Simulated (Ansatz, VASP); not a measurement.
# Two plane-wave programs on Al

File INCAR:

```
PREC = Accurate
ENCUT = 520
EDIFF = 1E-6
ISMEAR = 0
SIGMA = 0.15
LREAL = F
LASPH = T
NELM = 80
ALGO = Fast
ISIF = 2
LWAVE = F
LCHARG = F
GGA = PE
NBANDS = 22
```

File KPOINTS:

```
regular mesh
0
Gamma
  14 14 14
```

The input POSCAR:

```
Al
1.0
   -3.2350204435     -3.2350204435      3.2350204435
   -3.2350204435      3.2350204435     -3.2350204435
    3.2350204435     -3.2350204435     -3.2350204435
Al
8
Direct
    0.5139102676      0.5139102676      0.5000000000
    0.0000000000      0.5000000000      0.5000000000
    0.5000000000      0.0000000000      0.5000000000
    0.0000000000      0.0000000000      0.5000000000
    0.5000000000      0.5000000000      0.0000000000
    0.0000000000      0.5000000000      0.0000000000
    0.5000000000      0.0000000000      0.0000000000
    0.0000000000      0.0000000000      0.0000000000
```

Input for Ansatz:

```yaml
crystal:
  lattice:
    - [-3.2350204435, -3.2350204435, 3.2350204435]
    - [-3.2350204435, 3.2350204435, -3.2350204435]
    - [3.2350204435, -3.2350204435, -3.2350204435]
  atoms:
    - { symbol: Al, position: [0.5139102676, 0.5139102676, 0.5] }
    - { symbol: Al, position: [0.0, 0.5, 0.5] }
    - { symbol: Al, position: [0.5, 0.0, 0.5] }
    - { symbol: Al, position: [0.0, 0.0, 0.5] }
    - { symbol: Al, position: [0.5, 0.5, 0.0] }
    - { symbol: Al, position: [0.0, 0.5, 0.0] }
    - { symbol: Al, position: [0.5, 0.0, 0.0] }
    - { symbol: Al, position: [0.0, 0.0, 0.0] }
basis:
  ecutwfc: 420
kpoints:
  mp_grid: { grid: [14, 14, 14] }
hamiltonian:
  xc: pbe
scf:
  occupations: { method: gaussian, width: 0.15 }
output:
  forces: true
  stress: true
  eigenvalues: true
```

Alike in both runs: task single point; functional PBE; k mesh 14 × 14 × 14; occupations gaussian, width 0.15 eV; no spin polarisation.

|  | VASP | Ansatz |
| --- | --- | --- |
| version | VASP 6.6.1 | Ansatz 0.2.0 |
| potentials or method | VASP PAW PBE potentials, release 64 (Al), cutoff 520 eV | scalar-relativistic, plane waves, PAW |
| valence electrons in the cell | 24 | 24 |

```csv
,VASP,Ansatz,Ansatz less VASP
gap on the k mesh at the Fermi level (eV),none,none,-
pressure (GPa),0.0,0.0,+0.02
rms of the force components (eV/Å),0.105,0.105,0.0000
```

Atom by atom the forces differ by 0.000 eV/Å (rms over components). A gap of «none» marks a metal or a gap that the smearing closes.
